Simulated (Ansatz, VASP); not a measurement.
**F: VASP beside Ansatz**

```
F
1.0
     9.00000    0.00000    0.00000
     0.00000    9.50000    0.00000
     0.00000    0.00000   10.00000
F
2
Direct
  0.50000 0.50000 0.43009
  0.50000 0.50000 0.56991
```

Alike in both runs: functional PBEsol; k mesh 1 × 1 × 1; occupations gaussian, width 0.05 eV; no spin polarisation.

Ansatz relaxed the structure, and its values are those at the end. VASP's run is a single point on that final structure, the one shown.

|  | VASP | Ansatz |
| --- | --- | --- |
| version | VASP 6.6.1 | Ansatz 0.2.0 |
| potentials or method | VASP PAW PBE potentials, release 64 (F_h), cutoff 1010 eV | plane waves, PAW |
| valence electrons in the cell | 14 | 14 |

```csv
,VASP,Ansatz,Ansatz less VASP
rms of the force components (eV/Å),0.018,0.000,-0.0177
```

VASP's potentials were made for PBE, not for PBEsol. Ansatz's warnings: stress scf threshold loose.
